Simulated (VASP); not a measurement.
Crystal: MnSb.

```xyz
2
Lattice="0.0000 3.1003 3.1003 3.1003 0.0000 3.1003 3.1003 3.1003 0.0000" Properties=species:S:1:pos:R:3 pbc="T T T"
Mn    0.0000    0.0000    0.0000
Sb    1.5501    1.5501    1.5501
```

Base run:

* Program: VASP 6.6.1
* Functional: r2SCAN
* Potentials or basis: VASP PAW PBE potentials, release 64 (Mn_pv, Sb)
* Cutoff: 520 eV
* k mesh: 10 × 10 × 10
* Occupations: gaussian, width 0.05 eV
* Spin: collinear spin, ferromagnetic start
* Starting moments: [3.5, 0.0] μB
* Hubbard terms: Mn d U = 2.0 eV

Its results: band gap on the k mesh zero (filled and empty bands overlap); pressure 2.1 GPa; net moment 4.00 μB per cell; site moments Mn +4.31; Sb -0.35 μB.

Q: The run is repeated on the same cell with these changes: occupations from gaussian, width 0.05 eV to tetrahedron; hubbard terms from Mn d U = 2.0 eV to none. What comes out?

A: Band gap on the k mesh zero (filled and empty bands overlap); pressure 0.3 GPa; net moment 4.00 μB per cell; site moments Mn +4.12; Sb -0.28 μB.

Caveats: the PAW data sets were made with another functional, which shifts forces and pressure a little; spin-orbit coupling is left out, which moves the levels of the heavy elements; a cell with one magnetic atom can't hold antiferromagnetic order, which such compounds often take; the U is typed as a test and isn't derived for this compound (at least some runs); tetrahedron occupations give inexact forces and stress in metals (at least some runs).
